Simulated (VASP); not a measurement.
# GaN in VASP: a series of runs, part 2 of 2

VASP 6.6.1. The steps go on from the part before.

## Step 3: Single point, PBE (atom 3 (N) moved by (+0.000, +0.100) A along x and z)

Contents of INCAR:

```
PREC = Accurate ; ENCUT = 520
EDIFF = 1E-6 ; ISMEAR = 0
SIGMA = 0.05 ; LREAL = False
LASPH = True ; NELM = 80
ALGO = Normal ; ISIF = 2
LWAVE = False ; LCHARG = True
GGA = PE ; LELF = True
LVHAR = True ; NBANDS = 26
```

Contents of KPOINTS:

```
Automatic mesh
0
Gamma
  12 12 6
```

Contents of POSCAR:

```
GaN
1.0
    3.1799996605      0.0000000000      0.0000000000
   -1.5899998303      2.7539604900      0.0000000000
    0.0000000000      0.0000000000      5.1660000000
Ga N
2 2
Direct
    0.3333333333      0.6666666667      0.0000000000
    0.6666666667      0.3333333333      0.5000000000
    0.3333333333      0.6666666667      0.3943573364
    0.6666666667      0.3333333333      0.8750000000
```

Potentials or basis: VASP PAW PBE potentials, release 64 (Ga_d, N).

On the command line:

```console
cat potpaw_PBE.64/Ga_d/POTCAR potpaw_PBE.64/N/POTCAR > POTCAR
mpirun -np 1 vasp_std > vasp.out
```

Wall time 35 s (1 thread of Intel Xeon 6975P-C (Granite Rapids), shared host); peak memory 0.22 GiB.

It converged, with:

| Item | Value |
| --- | --- |
| Free energy | -24.2146 eV |
| Pressure | 7.8 GPa |
| Largest force | 1.447 eV/Å |
| Band gap on the k mesh | 1.93 eV, direct |

Forces in eV/Å, atoms in the order of the input:
```
Ga   0.000  0.000  0.407
Ga   0.000  0.000  0.290
N    0.000  0.000 -1.447
N    0.000  0.000  0.750
```

Stress tensor (GPa, compression positive):
```
8.76 0.00 0.00
0.00 8.76 0.00
0.00 0.00 5.94
```

Levels at points of the mesh, in eV from the valence-band top:
```
           k point  band 16  band 17  band 18  band 19  band 20  band 21
(0.00, 0.00, 0.00)    -0.08    -0.08     0.00     1.93     4.20     9.10
(0.50, 0.00, 0.00)    -2.86    -2.13    -1.14     5.00     5.55     6.01
(0.00, 0.00, 0.50)    -0.68    -0.52    -0.52     4.24     4.29     7.83
(0.50, 0.00, 0.50)    -1.94    -1.93    -1.76     4.36     4.46     7.36
```

Caveat: the cell differs from its parent crystal (atom 3 (N) moved by (+0.000, +0.100) A along x and z); forces of over 1 eV/Å act on the atoms, so gaps and moduli don't describe the material at rest.

## Step 4: Single point, PBE (atom 3 (N) moved by (-0.100, -0.200) A along x and z)

Contents of INCAR:

```
SYSTEM = GaN
PREC = Accurate
ENCUT = 520
EDIFF = 1E-6
ISMEAR = 0
SIGMA = 0.05
LREAL = .False.
LASPH = .True.
NELM = 80
ALGO = Normal
ISIF = 2
LWAVE = .False.
LCHARG = .False.
GGA = PE
NBANDS = 26
```

Contents of KPOINTS:

```
regular mesh
0
Gamma
  12 12 6
  0 0 0
```

POSCAR, as its differences from that of step 3:

```diff
@@ -10,3 +10,3 @@
     0.6666666667      0.3333333333      0.5000000000
-    0.3333333333      0.6666666667      0.3943573364
+    0.3018867891      0.6666666667      0.3362853271
     0.6666666667      0.3333333333      0.8750000000
```

Potentials or basis: VASP PAW PBE potentials, release 64 (Ga_d, N).

On the command line:

```console
cat potpaw_PBE.64/Ga_d/POTCAR potpaw_PBE.64/N/POTCAR > POTCAR
mpirun -np 1 vasp_std > vasp.out
```

OUTCAR:

```text
SYSTEM = GaN
   PREC = Accurate
   ENCUT = 520
   EDIFF = 1E-6
   ISMEAR = 0
   LREAL = .False.
   LASPH = .True.
   NELM = 80
   ISIF = 2
   GGA = PE

 ion  position               nearest neighbor table
   1  0.333  0.667  0.000-   3 1.74   4 1.95   4 1.95   4 1.95
   2  0.667  0.333  0.500-   4 1.94   3 1.94   3 2.02   3 2.10
   3  0.302  0.667  0.336-   1 1.74   2 1.94   2 2.02   2 2.10
   4  0.667  0.333  0.875-   2 1.94   1 1.95   1 1.95   1 1.95

  LATTYP: Found a hexagonal cell.
 ALAT       =     3.1799996605
 C/A-ratio  =     1.6245284753

  Lattice vectors:

 A1 = (   3.1799996605,   0.0000000000,   0.0000000000)
 A2 = (  -1.5899998303,   2.7539604900,   0.0000000000)
 A3 = (   0.0000000000,   0.0000000000,   5.1660000000)

Analysis of symmetry for initial positions (statically):
=====================================================================
 Subroutine PRICEL returns:
 Original cell was already a primitive cell.

 Routine SETGRP: Setting up the symmetry group for a
 hexagonal supercell.
[... 167 lines left out ...]
  free energy    TOTEN  =       -23.73925920 eV

  energy without entropy =      -23.73925920  energy(sigma->0) =      -23.73925920

 E-fermi :   5.7957     XC(G=0): -11.7257

 val. band max:        5.5922122763   @ k =   0.0000   0.0000   0.0000
 cond. band min:       7.3116112745   @ k =   0.0000   0.0000   0.0000
 fundamental gap:      1.7193989982
 Fermi energy:         5.7957372890

 k-point     1 :       0.0000    0.0000    0.0000
  band No.  band energies     occupation
      1     -10.7383      2.00000
      2      -9.7171      2.00000
      3      -8.1377      2.00000
      4      -8.1079      2.00000
      5      -8.0872      2.00000
      6      -7.9333      2.00000
[... 685 lines left out ...]
     25      16.7231      0.00000
     26      18.2587      0.00000

 [... further k-points ...]

------------------------ aborting loop because EDIFF is reached ----------------------------------------

  FORCE on cell =-STRESS in cart. coord.  units (eV):
  Direction    XX          YY          ZZ          XY          YZ          ZX
  --------------------------------------------------------------------------------------
  -------------------------------------------------------------------------------------
  Total        1.2560300      1.1321236      7.0918305      0.5210560     -0.0931810     -0.6974003
  in kB       44.4806791     40.0926936    251.1480160     18.4525259     -3.2998838    -24.6975307
  external PRESSURE =     111.9071296 kB  Pullay stress =       0.0000000 kB

 VOLUME and BASIS-vectors are now :
 -----------------------------------------------------------------------------
  energy-cutoff  :      520.00
  volume of cell :       45.24
      direct lattice vectors                 reciprocal lattice vectors
     3.179999661  0.000000000  0.000000000     0.314465442  0.181556708  0.000000000
    -1.589999830  2.753960490  0.000000000     0.000000000  0.363113416  0.000000000
     0.000000000  0.000000000  5.166000000     0.000000000  0.000000000  0.193573364

 POSITION                                       TOTAL-FORCE (eV/Angst)
 -----------------------------------------------------------------------------------
     -0.00000      1.83597      0.00000         0.110967     -0.002877     -3.252816
      1.59000      0.91799      2.58300        -0.682149     -0.133547     -1.092135
     -0.10000      1.83597      1.73725         0.645564      0.143048      5.455594
      1.59000      0.91799      4.52025        -0.074381     -0.006625     -1.110643
 -----------------------------------------------------------------------------------
    total drift:                               -0.000122     -0.000026     -0.000017

  FREE ENERGIE OF THE ION-ELECTRON SYSTEM (eV)
  ---------------------------------------------------
  free  energy   TOTEN  =       -23.7392591976 eV

  energy  without entropy=      -23.7392591976  energy(sigma->0) =      -23.73925920
```

Run time: 5.1 min. Hardware: 1 thread of Intel Xeon 6975P-C, shared host; peak memory 0.5 GiB.

What came out:

| Quantity | Value |
| --- | --- |
| Free energy | -23.7393 eV |
| Pressure | 11.2 GPa |
| Largest force | 5.496 eV/Å |
| Band gap on the k mesh | 1.72 eV, direct |

Forces in eV/Å, atoms in the order of the input:
```
Ga   0.111 -0.003 -3.253
Ga  -0.682 -0.134 -1.092
N    0.646  0.143  5.456
N   -0.074 -0.007 -1.111
```

Stress tensor (GPa, compression positive):
```
 4.45  1.85 -2.47
 1.85  4.01 -0.33
-2.47 -0.33 25.11
```

Caveat: the cell differs from its parent crystal (atom 3 (N) moved by (-0.100, -0.200) A along x and z); forces of over 1 eV/Å act on the atoms, so gaps and moduli don't describe the material at rest.
